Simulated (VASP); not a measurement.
# Au (Fm-3m) in VASP: notebook

The runs below take Au through single point, with PBE.

Program: VASP 6.6.1. These are calculated values, not measurements. Logs are shortened: lines on timing, memory, paths and dates and some standing lists are left out, and cuts for length are marked.

### Step 1. The cell of the first run

The structure is cubic, space group Fm-3m (No. 225). The conventional cell has a = 3.704 Å, b = 3.704 Å, c = 3.704 Å, α = 90.00°, β = 90.00°, γ = 90.00°. Au (site symmetry m-3m) has 12 Au at 2.62 Å within 3.5 Å.

### Step 2. Single point, PBE

Input file INCAR:

```
  ALGO = Normal
  EDIFF = 1E-6
  ENCUT = 520
  GGA = PE
  ISIF = 2
  ISMEAR = 0
  LASPH = True
  LCHARG = False
  LREAL = False
  LWAVE = False
  NBANDS = 12
  NELM = 80
  PREC = Accurate
  SIGMA = 0.1
```

Input file KPOINTS:

```
k-points
0
Gamma
  8 8 8
```

Input file POSCAR:

```
Au
1.0
    0.0000000000      1.8517997270      1.8517997270
    1.8517997270      0.0000000000      1.8517997270
    1.8517997270      1.8517997270      0.0000000000
Au
1
Direct
    0.0000000000      0.0000000000      0.0000000000
```

Potentials or basis: VASP PAW PBE potentials, release 64 (Au).

Run with:

```
$ cat potpaw_PBE.64/Au/POTCAR > POTCAR
$ mpirun -np 1 vasp_std > vasp.out
```

OUTCAR:

```text
EDIFF = 1E-6
   ENCUT = 520
   GGA = PE
   ISIF = 2
   ISMEAR = 0
   LASPH = True
   LREAL = False
   NELM = 80
   PREC = Accurate

 ion  position               nearest neighbor table
   1  0.000  0.000  0.000-

  LATTYP: Found a face centered cubic cell.
 ALAT       =     3.7035994540

  Lattice vectors:

 A1 = (   0.0000000000,   1.8517997270,   1.8517997270)
 A2 = (   1.8517997270,   0.0000000000,   1.8517997270)
 A3 = (   1.8517997270,   1.8517997270,   0.0000000000)

Analysis of symmetry for initial positions (statically):
=====================================================================
 Subroutine PRICEL returns:
 Original cell was already a primitive cell.

 Routine SETGRP: Setting up the symmetry group for a
 face centered cubic supercell.

 Subroutine GETGRP returns: Found 48 space group operations
 (whereof 48 operations were pure point group operations)
 out of a pool of 48 trial point group operations.

The static configuration has the point symmetry O_h .

Analysis of symmetry for dynamics (positions and initial velocities):
=====================================================================
 Subroutine PRICEL returns:
 Original cell was already a primitive cell.

 Routine SETGRP: Setting up the symmetry group for a
 face centered cubic supercell.

 Subroutine GETGRP returns: Found 48 space group operations
 (whereof 48 operations were pure point group operations)
 out of a pool of 48 trial point group operations.

The dynamic configuration has the point symmetry O_h .

 Subroutine INISYM returns: Found 48 space group operations
 (whereof 48 operations are pure point group operations),
 and found     1 'primitive' translations

----------------------------------------------------------------------------------------

                                     Primitive cell

  volume of cell :      12.7002

  direct lattice vectors                    reciprocal lattice vectors
     0.000000000  1.851799727  1.851799727    -0.270007600  0.270007600  0.270007600
     1.851799727  0.000000000  1.851799727     0.270007600 -0.270007600  0.270007600
     1.851799727  1.851799727  0.000000000     0.270007600  0.270007600 -0.270007600

  length of vectors
     2.618840289  2.618840289  2.618840289     0.467666882  0.467666882  0.467666882

  position of ions in fractional coordinates (direct lattice)
     0.000000000  0.000000000  0.000000000

  ion indices of the primitive-cell ions
   primitive index   ion index
                 1           1

----------------------------------------------------------------------------------------

 KPOINTS: k-points

Automatic generation of k-mesh.
 Grid dimensions read from file:
 generate k-points for:    8    8    8

 Generating k-lattice:

  Cartesian coordinates                     Fractional coordinates (reciprocal lattice)
    -0.033750950  0.033750950  0.033750950     0.125000000  0.000000000  0.000000000
     0.033750950 -0.033750950  0.033750950     0.000000000  0.125000000  0.000000000
     0.033750950  0.033750950 -0.033750950     0.000000000  0.000000000  0.125000000

  Length of vectors
     0.058458360  0.058458360  0.058458360

  Shift w.r.t. Gamma in fractional coordinates (k-lattice)
     0.000000000  0.000000000  0.000000000

 Subroutine IBZKPT returns following result:
 ===========================================

 Found     29 irreducible k-points:

 Following reciprocal coordinates:
            Coordinates               Weight
  0.000000  0.000000  0.000000      1.000000
  0.125000  0.000000  0.000000      8.000000
  0.250000  0.000000  0.000000      8.000000
  0.375000  0.000000  0.000000      8.000000
  0.500000  0.000000  0.000000      4.000000
  0.125000  0.125000  0.000000      6.000000
[... 16 lines left out ...]
  0.500000  0.250000  0.125000     48.000000
 -0.375000  0.250000  0.125000     24.000000
 [... further k-points ...]
   k-points           NKPTS =     29   k-points in BZ     NKDIM =     29   number of bands    NBANDS=     12
   number of dos      NEDOS =    301   number of ions     NIONS =      1
   total plane-waves  NPLWV =   8000
   dimension x,y,z NGX =    20 NGY =   20 NGZ =   20
   dimension x,y,z NGXF=    40 NGYF=   40 NGZF=   40
   ions per type =               1
   NGX,Y,Z   is equivalent  to a cutoff of  12.70, 12.70, 12.70 a.u.
   NGXF,Y,Z  is equivalent  to a cutoff of  25.39, 25.39, 25.39 a.u.
 SYSTEM =  unknown system
   PREC   = accura    normal or accurate (medium, high low for compatibility)
   ISTART =      0    job   : 0-new  1-cont  2-samecut
   ICHARG =      2    charge: 1-file 2-atom 10-const
   ISPIN  =      1    spin polarized calculation?
   LNONCOLLINEAR =      F non collinear calculations
   LSORBIT =      F    spin-orbit coupling
   LASPH  =      T    aspherical Exc in radial PAW
   ENCUT  =  520.0 eV  38.22 Ry    6.18 a.u.   4.87  4.87  4.87*2*pi/ulx,y,z
   NELM   =     80;   NELMIN=  2; NELMDL= -5     # of ELM steps
   EDIFF  = 0.1E-05   stopping-criterion for ELM
   LREAL  =      F    real-space projection
   EDIFFG = 0.1E-04   stopping-criterion for IOM
   NSW    =      0    number of steps for IOM
   IBRION =     -1    ionic relax: 0-MD 1-quasi-New 2-CG
   NFREE  =      0    steps in history (QN), initial steepest desc. (CG)
   ISIF   =      2    stress and relaxation
   ISYM   =      2    0-nonsym 1-usesym 2-fastsym
   POTIM  = 0.5000    time-step for ionic-motion
   TEBEG  =    0.0;   TEEND  =   0.0 temperature during run
   PSTRESS=    0.0 pullay stress
   NELECT =      11.0000    total number of electrons
   NUPDOWN=      -1.0000    fix difference up-down
   EMIN   =  10.00;   EMAX   =-10.00  energy-range for DOS
   EFERMI =   0.00;   METHOD = LEGACY
   ISMEAR =     0;   SIGMA  =   0.10  broadening in eV -4-tet -1-fermi 0-gaus
   EFERMI_NEDOS =   21; number of points for ismear=-14 and -15
   IALGO  =     38    algorithm
   IMIX   =      4    mixing-type and parameters
     AMIX     =   0.40;   BMIX     =  1.00
     AMIX_MAG =   1.60;   BMIX_MAG =  1.00
  volume/ion in A,a.u.               =      12.70        85.71
  Fermi-wavevector in a.u.,A,eV,Ry     =   1.560517  2.948949 33.133069  2.435212
  Thomas-Fermi vector in A             =   2.663717
   LORBIT       =      0    0 simple, 1 ext, 2 COOP (PROOUT), +10 PAW based schemes
   GGA     = PE    functional components
   LHFCALC =     F    Hartree Fock is set to
   AEXX    =    0.0000 exact exchange contribution
   IVDW    =     0    specifies the selected vdW correction
   LEPSILON=     F    determine dielectric tensor
   LRPA    =     F    only Hartree local field effects (RPA)
 non-spin polarized calculation
 Gauss-broadening in eV      SIGMA  =   0.10
  energy-cutoff  :      520.00
  volume of cell :       12.70
 maximum number of plane-waves:       360
   NGX =  9   NGY =  9   NGZ =  9

 number of electron      11.0000000 magnetization

 Free energy of the ion-electron system (eV)
  ---------------------------------------------------
  ext. energy  EPLUGINS =         0.00000000
  ---------------------------------------------------
  free energy    TOTEN  =        -1.67213939 eV

  energy without entropy =       -1.66346041  energy(sigma->0) =       -1.66779990

 E-fermi :  15.5252     XC(G=0): -14.5451

 val. band max:       15.5169937379   @ k =   0.5000   0.2500   0.1250
 cond. band min:      15.7469215217   @ k =   0.5000   0.3750   0.1250
 fundamental gap:      0.2299277838
 Fermi energy:        15.5252162421

 k-point     1 :       0.0000    0.0000    0.0000
  band No.  band energies     occupation
      1       1.8464      2.00000
      2       8.5949      2.00000
      3       8.5949      2.00000
      4       8.5949      2.00000
      5      11.1157      2.00000
      6      11.1157      2.00000
      7      28.8417      0.00000
      8      34.5996      0.00000
      9      34.5996      0.00000
     10      34.5996      0.00000
     11      40.5906      0.00000
     12      49.6532      0.00000

 k-point     2 :       0.1250    0.0000    0.0000
  band No.  band energies     occupation
      1       2.5464      2.00000
      2       8.3178      2.00000
      3       8.8519      2.00000
      4       8.8519      2.00000
      5      10.9926      2.00000
      6      10.9926      2.00000
      7      29.9180      0.00000
      8      31.9686      0.00000
      9      35.7332      0.00000
     10      35.7332      0.00000
     11      42.7034      0.00000
     12      45.6122      0.00000

 k-point     3 :       0.2500    0.0000    0.0000
  band No.  band energies     occupation
      1       4.0953      2.00000
      2       8.3017      2.00000
      3       9.0243      2.00000
      4       9.0243      2.00000
      5      11.3244      2.00000
      6      11.3244      2.00000
      7      28.0818      0.00000
      8      31.1056      0.00000
      9      38.5460      0.00000
     10      38.5460      0.00000
     11      39.3844      0.00000
     12      40.9745      0.00000
[... 286 lines left out ...]
 k-point    23 :       0.5000    0.2500    0.1250
  band No.  band energies     occupation
      1       6.1696      2.00000
      2       7.6660      2.00000
      3       8.0912      2.00000
      4      10.2063      2.00000
      5      12.1981      2.00000
      6      15.5170      1.09257
      7      24.0164      0.00000
      8      29.6103      0.00000
      9      31.1982      0.00000
     10      36.1232      0.00000
     11      40.0887      0.00000
     12      45.3581      0.00000

 k-point    24 :      -0.3750    0.2500    0.1250
  band No.  band energies     occupation
      1       6.1334      2.00000
      2       7.3826      2.00000
      3       9.1345      2.00000
      4       9.8771      2.00000
      5      12.8425      2.00000
      6      18.3737      0.00000
      7      19.9140      0.00000
      8      29.9580      0.00000
      9      30.0772      0.00000
     10      34.4742      0.00000
     11      42.3069      0.00000
     12      45.1840      0.00000

 [... further k-points ...]
[... 5 lines left out ...]
  --------------------------------------------------------------------------------------
  -------------------------------------------------------------------------------------
  Total       10.4471879     10.4471879     10.4471879      0.0000000      0.0000000     -0.0000000
  in kB     1317.9470007   1317.9470007   1317.9470007      0.0000000      0.0000000     -0.0000000
  external PRESSURE =    1317.9470007 kB  Pullay stress =       0.0000000 kB

 VOLUME and BASIS-vectors are now :
 -----------------------------------------------------------------------------
  energy-cutoff  :      520.00
  volume of cell :       12.70
      direct lattice vectors                 reciprocal lattice vectors
     0.000000000  1.851799727  1.851799727    -0.270007600  0.270007600  0.270007600
     1.851799727  0.000000000  1.851799727     0.270007600 -0.270007600  0.270007600
     1.851799727  1.851799727  0.000000000     0.270007600  0.270007600 -0.270007600

 POSITION                                       TOTAL-FORCE (eV/Angst)
 -----------------------------------------------------------------------------------
      0.00000      0.00000      0.00000        -0.000000      0.000000     -0.000000
 -----------------------------------------------------------------------------------
    total drift:                               -0.000000     -0.000000     -0.000000

  FREE ENERGIE OF THE ION-ELECTRON SYSTEM (eV)
  ---------------------------------------------------
  free  energy   TOTEN  =        -1.6721393911 eV

  energy  without entropy=       -1.6634604052  energy(sigma->0) =       -1.66779990
```

It took 3.3 s on 1 thread of AMD EPYC 9R45 (Zen 5), shared host; peak memory 0.09 GiB.

What came out:

```yaml
Free_energy: -1.6721 eV
Pressure: 131.8 GPa
```

Caveat: the k points lie up to 0.37 Å⁻¹ apart; spin-orbit coupling is left out, which moves the levels of the heavy elements.

### Step 3. Single point, PBE

This run uses another cell than the first one, of 18.00 Å³/atom, 1.418 times its volume.

Input file INCAR:

```
PREC = Accurate ; ENCUT = 520
EDIFF = 1E-7 ; ISMEAR = 0
SIGMA = 0.1 ; LREAL = F
LASPH = T ; NELM = 60
ALGO = Normal ; ISIF = 2
LWAVE = F ; LCHARG = F
GGA = PE ; NBANDS = 12
```

Input file KPOINTS:

```
Automatic mesh
0
Gamma
  10 10 10
```

Input file POSCAR:

```
Au
1.0
    0.0000000000      2.0802195867      2.0802195867
    2.0802195867      0.0000000000      2.0802195867
    2.0802195867      2.0802195867      0.0000000000
Au
1
Direct
    0.0000000000      0.0000000000      0.0000000000
```

Potentials or basis: VASP PAW PBE potentials, release 64 (Au).

Run with:

```
$ cat potpaw_PBE.64/Au/POTCAR > POTCAR
$ mpirun -np 1 vasp_std > vasp.out
```

Wall time 6.5 s (1 thread of AMD EPYC 9R45 (Zen 5), shared host); peak memory 0.11 GiB.

Results (log left out):

```
Free energy : -3.2032 eV
Pressure    : 0.0 GPa
```

Levels at points of the mesh, in eV from the Fermi level:
```csv
k point,band 3,band 4,band 5,band 6,band 7,band 8,band 9,band 10
"(0.00, 0.00, 0.00)",-4.37,-4.37,-3.00,-3.00,14.61,18.30,18.30,18.30
"(0.50, 0.00, 0.00)",-4.40,-1.91,-1.91,-0.68,2.82,14.05,16.74,16.74
"(0.50, 0.50, 0.00)",-1.95,-1.62,-1.62,1.20,5.37,9.88,9.88,16.65
```

Caveat: spin-orbit coupling is left out, which moves the levels of the heavy elements.
